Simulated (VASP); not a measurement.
Here is a VASP 6.6.1 calculation.

Contents of INCAR:

```
SYSTEM = KCl
PREC     = Accurate       ! precision mode
ENCUT    = 520            ! plane-wave cutoff, eV
EDIFF    = 1E-6           ! SCF threshold, eV
ISMEAR   = 0              ! smearing method
SIGMA    = 0.05           ! smearing width, eV
LREAL    = .False.        ! projectors in reciprocal space
LASPH    = .True.         ! aspherical terms in the spheres
NELM     = 60             ! most SCF steps
ALGO     = Normal         ! electronic algorithm
ISIF     = 2              ! what is computed and relaxed
LWAVE    = .False.        ! write WAVECAR
LCHARG   = .False.        ! write CHGCAR
GGA      = PS             ! functional
NBANDS   = 15             ! bands
```

KPOINTS

```
Automatic mesh
0
Gamma
  6 6 6
  0 0 0
```

File POSCAR:

```
KCl
1.0
    0.0000000000      2.9904047500      3.1561000000
    3.3217952500      0.0000000000      3.1561000000
    3.3217952500      2.9904047500      0.0000000000
K Cl
1 1
Direct
    0.0000000000      0.0000000000      0.0000000000
    0.5000000000      0.5000000000      0.5000000000
```

Potentials or basis: VASP PAW PBE potentials, release 64 (K_sv, Cl).

The run is started by

```bash
$ cat potpaw_PBE.64/K_sv/POTCAR potpaw_PBE.64/Cl/POTCAR > POTCAR
$ mpirun -np 1 vasp_std > vasp.out
```

Problem. What does it give for the pressure?

Solution. 0.0 GPa.

Problem. What does it give for the band gap on the k mesh?

Solution. 4.94 eV, direct.

Stress tensor (GPa, compression positive):
```
-1.59  0.00  0.00
 0.00  1.95  0.00
 0.00  0.00 -0.46
```

Caveat: the cell differs from its parent crystal (strain +0.0525 x Voigt [1, -1, 0, 0, 0, 0]); the PAW data sets were made with another functional, which shifts forces and pressure a little.
